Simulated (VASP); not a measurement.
## SnO2: single point with LDA

The system is SnO2.

```
Sn O
1.0
    -4.72127    0.00000    3.19002
     4.72127    0.00000    3.19002
     0.00000    4.72425   -3.19002
Sn O
4 8
Direct
  0.25000 0.75000 0.50000
  0.75000 0.25000 0.50000
  0.50000 0.50000 0.00000
  0.00000 0.00000 0.00000
  0.00050 0.30607 0.30657
  0.50050 0.80607 0.30657
  0.94393 0.74950 0.19343
  0.44393 0.24950 0.19343
  0.55607 0.75050 0.80657
  0.05607 0.25050 0.80657
  0.99950 0.69393 0.69343
  0.49950 0.19393 0.69343
```

| Quantity | Value |
| --- | --- |
| Program | VASP 6.6.1 |
| Task | single point |
| Functional | LDA |
| Potentials or basis | VASP PAW LDA potentials, release 64 (Sn_d, O) |
| Cutoff | 600 eV |
| k mesh | 8 × 8 × 8 |
| Occupations | gaussian, width 0.1 eV |
| Spin | no spin polarisation |

```yaml
Pressure: 0.8 GPa
Largest_force: 0.021 eV/Å
Band_gap_on_the_k_mesh: 1.20 eV
```

Forces on the atoms (eV/Å):
```
Sn   0.000  0.000  0.000
Sn   0.000  0.000  0.000
Sn   0.000  0.000  0.000
Sn   0.000  0.000  0.000
O   -0.014 -0.016  0.000
O   -0.014 -0.016  0.000
O   -0.014  0.016  0.000
O   -0.014  0.016  0.000
O    0.014 -0.016  0.000
O    0.014 -0.016  0.000
O    0.014  0.016  0.000
O    0.014  0.016  0.000
```

Stress tensor (GPa, compression positive):
```
0.69 0.00 0.00
0.00 0.68 0.00
0.00 0.00 1.17
```

Levels at points of the mesh, in eV from the valence-band top:
| k point | band 49 | band 50 | band 51 | band 52 | band 53 | band 54 | band 55 | band 56 |
| --- | --- | --- | --- | --- | --- | --- | --- | --- |
| (0.00, 0.00, 0.00) | -0.85 | -0.81 | -0.81 | 0.00 | 1.20 | 4.73 | 4.73 | 5.96 |
| (0.50, 0.00, 0.00) | -0.87 | -0.87 | -0.53 | -0.53 | 4.50 | 4.50 | 6.08 | 6.08 |
| (0.50, 0.50, 0.00) | -0.72 | -0.72 | -0.65 | -0.65 | 4.35 | 4.35 | 6.36 | 6.36 |
| (0.00, 0.00, 0.50) | -0.72 | -0.72 | -0.65 | -0.65 | 4.36 | 4.36 | 6.36 | 6.36 |
| (0.50, 0.50, 0.50) | -1.29 | -1.29 | -0.92 | -0.92 | 4.74 | 4.74 | 6.07 | 6.07 |

It took 5.5 min on 4 MPI ranks on Intel(R) Xeon(R) Platinum 8259CL CPU @ 2.50GHz (Skylake/Cascade Lake), with other jobs on the host, peak memory 0.78 GiB a rank.

Caveat: spin-orbit coupling is left out, which moves the levels of the heavy elements. A k mesh can miss the band edges.
